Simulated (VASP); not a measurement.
AlGaN2: single point with r2SCAN

The system is AlGaN2.

```xyz
4
Lattice="3.1385 0.0000 0.0000 0.0000 3.1385 0.0000 0.0000 0.0000 4.5993" Properties=species:S:1:pos:R:3 pbc="T T T"
Al    1.5693    1.5693    2.2996
Ga    0.0000    0.0000    0.0000
N     1.5693    0.0000    3.4018
N     0.0000    1.5693    1.1975
```

This cell differs from its parent crystal: strain along c alone, the other axes held: +4.0 %, then relaxed in part.

| Property | Result |
| --- | --- |
| Program | VASP 6.6.1 |
| Task | single point |
| Functional | r2SCAN |
| Potentials or basis | VASP PAW PBE potentials, release 64 (Al, Ga_d, N) |
| Cutoff | 520 eV |
| k mesh | 8 × 8 × 6 |
| Occupations | gaussian, width 0.02 eV |
| Spin | no spin polarisation |
| Dipole correction | no |
| Further INCAR settings | ALGO = Normal; EDIFF = 1e-06; NBANDS = 21 |

| Property | Result |
| --- | --- |
| Pressure | -7.1 GPa |
| Largest force | 0.087 eV/Å |
| Band gap on the k mesh | 3.02 eV, direct |

Forces on the atoms (eV/Å):
```
Al   0.000  0.000  0.000
Ga   0.000  0.000  0.000
N    0.000  0.000 -0.087
N    0.000  0.000  0.087
```

Stress tensor (GPa, compression positive):
```
 -5.18   0.00   0.00
  0.00  -5.18   0.00
  0.00   0.00 -10.99
```

Levels at points of the mesh, in eV from the valence-band top:
```
           k point  band 9  band 10  band 11  band 12  band 13  band 14  band 15  band 16  band 17  band 18
(0.00, 0.00, 0.00)   -2.15    -2.15    -0.36     0.00     0.00     3.02     4.12     8.50    11.69    11.69
(0.50, 0.00, 0.00)   -4.55    -3.07    -3.05    -0.90    -0.52     7.42     7.67     8.81     9.07    10.33
(0.50, 0.50, 0.00)   -4.86    -2.41    -2.38    -2.38    -2.38     3.69     3.69     6.48     9.13    13.29
(0.00, 0.00, 0.50)   -2.78    -1.47    -1.47    -0.88    -0.88     5.57     5.62     8.34    10.04    11.60
(0.50, 0.00, 0.50)   -6.13    -1.06    -0.89    -0.85    -0.43     5.39     6.89     9.76    10.02    10.65
(0.50, 0.50, 0.50)   -4.33    -3.87    -3.27    -3.15    -3.15     6.40     6.40     9.03    10.88    10.88
```

Wall time 67 s on 1 thread of Intel(R) Xeon(R) 6975P-C (Granite Rapids), on a shared host, peak memory 0.2 GiB.

Caveat: the cell differs from its parent crystal (strain along c alone, the other axes held: +4.0 %, then relaxed in part); the PAW data sets were made with another functional, which shifts forces and pressure a little.
